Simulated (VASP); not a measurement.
HfO2, 3 atoms in the cell. The structure is cubic, space group Fm-3m (No. 225). Conventional cell: a = 5.081 Å, b = 5.081 Å, c = 5.081 Å, α = 90.00°, β = 90.00°, γ = 90.00°. Within 2.9 Å of Hf (site symmetry m-3m) lie 8 O at 2.20 Å. O (site symmetry -43m) has 4 Hf at 2.20 Å and 6 O at 2.54 Å within 2.9 Å. 

* Program: VASP 6.6.1
* Task: single point
* Functional: LDA
* Potentials or basis: VASP PAW LDA potentials, release 64 (Hf_pv, O)
* Cutoff: 520 eV
* k mesh: 9 × 9 × 9
* Occupations: fermi-dirac, width 0.05 eV
* Spin: non-collinear spin, zero start, spin-orbit coupling
* Starting moments: [[0.0, 0.0, 0.0], [0.0, 0.0, 0.0], [0.0, 0.0, 0.0]] μB
* Dipole correction: no
* Further INCAR settings: ALGO = Normal; EDIFF = 1e-06; NBANDS = 35

Potentials or basis: VASP PAW LDA potentials, release 64 (Hf_pv, O).

The run is started by

```bash
$ cat potpaw_LDA.64/Hf_pv/POTCAR potpaw_LDA.64/O/POTCAR > POTCAR
$ mpirun -np 1 vasp_ncl > vasp.out
```

Hardware: 1 thread of Intel(R) Xeon(R) 6975P-C (Granite Rapids) (shared host).

**Question.** Estimate the wall time of this run.

**Answer.** Run time: 48 s on 1 thread of Intel(R) Xeon(R) 6975P-C (Granite Rapids) (shared host), peak memory 0.23 GiB. Counts: scf iterations 13, k points 35.
